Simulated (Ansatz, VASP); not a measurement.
## TiAl3 in VASP and in Ansatz

```
Ti Al
1.0
    -1.92258    1.92258    4.31114
     1.92258   -1.92258    4.31114
     1.92258    1.92258   -4.31114
Ti Al
1 3
Direct
  0.00907 0.99841 0.98934
  0.48330 0.47272 0.98942
  0.75031 0.26505 0.51475
  0.25031 0.76505 0.51475
```

Change from the starting cell: mode 4 frozen in at -0.144 Å and mode 5 at -0.057 Å (largest displacements).

Alike in both runs: task single point; functional PBE; k mesh 14 × 14 × 14; occupations gaussian, width 0.15 eV; no spin polarisation.

|  | VASP | Ansatz |
| --- | --- | --- |
| version | VASP 6.6.1 | Ansatz 0.2.0 |
| potentials or method | VASP PAW PBE potentials, release 64 (Ti_sv, Al), cutoff 520 eV | scalar-relativistic, plane waves, PAW |
| valence electrons in the cell | 21 | 21 |

```csv
,VASP,Ansatz,Ansatz less VASP
gap on the k mesh at the Fermi level (eV),none,none,-
pressure (GPa),0.6,0.6,-0.03
"traceless stress, the component that is largest in VASP (GPa)",-0.22,-0.22,-0.001
rms of the force components (eV/Å),0.286,0.286,-0.0001
```

Atom by atom the forces differ by 0.001 eV/Å (rms over components). A gap of «none» marks a metal or a gap that the smearing closes. With one functional, cell and mesh, what is left measures potentials, basis and numerics.
